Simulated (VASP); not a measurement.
Write the native input for VASP 6.6.1 that does the following.

| Item | Value |
| --- | --- |
| Task | relaxation of cell and atoms |
| Functional | PBE |
| Potentials or basis | VASP PAW PBE potentials, release 64 (H, As_d, F) |
| Cutoff | 700 eV |
| k mesh | 4 × 4 × 8 |
| Occupations | gaussian, width 0.1 eV |
| Spin | no spin polarisation |
| Dipole correction | no |
| Further INCAR settings | ALGO = Normal; EDIFF = 1e-07; IBRION = 2; EDIFFG = -0.04; NSW = 90; ISIF = 3 |

The structure of AsHF lies in POSCAR:

```
AsHF
1.0
    4.5820302300      0.0000000000      0.0000000000
    0.0000000000      4.5820302300      0.0000000000
    0.0000000000      0.0000000000      2.0927308900
H As F
1 1 1
Direct
    0.0000000000      0.0000000000      0.0000000000
    0.5000000000      0.5000000000      0.5000000000
    0.0000000000      0.0000000000      0.5000000000
```

The cell was generated, and may not be a known phase.

One way to write it, as run:

INCAR

```
ALGO = Normal
EDIFF = 1E-7
EDIFFG = -0.04
ENCUT = 700
GGA = PE
GGA_COMPAT = F
IBRION = 2
ISIF = 3
ISMEAR = 0
LASPH = T
LCHARG = F
LREAL = F
LWAVE = F
NELM = 120
NELMIN = 4
NSW = 90
PREC = Accurate
SIGMA = 0.1
```

KPOINTS

```
k-points
0
Gamma
  4 4 8
```

Potentials or basis: VASP PAW PBE potentials, release 64 (H, As_d, F).

Command:

```bash
$ cat potpaw_PBE.64/H/POTCAR potpaw_PBE.64/As_d/POTCAR potpaw_PBE.64/F/POTCAR > POTCAR
$ mpirun -np 1 vasp_std > vasp.out
```

It gave:

```
Relaxed volume                        : 21.86 Å³/atom
Relaxed cell                          : a = 5.317 Å, b = 5.317 Å, c = 2.320 Å, α = 90.00°, β = 90.00°, γ = 90.00°
Space group after relaxing (to 0.1 Å) : P4/mmm (No. 123)
Energy gained by relaxing             : 338.8 meV/atom
Ionic steps                           : 11
Pressure after relaxing               : 0.0 GPa
Band gap on the k mesh                : zero (an odd number of electrons rules out a gap without spin polarisation)
```

Caveat: the k points lie up to 0.34 Å⁻¹ apart in the final cell, too coarse for converged energies and pressures of a metal; the volume moved by over 15 % at a fixed basis, so the end points are rough; an odd number of electrons without spin polarisation forces a metal; a magnetic or distorted state may lie lower.

Run time: 84 s on 1 thread of Intel(R) Xeon(R) 6975P-C (Granite Rapids) (shared host), peak memory 0.2 GiB.
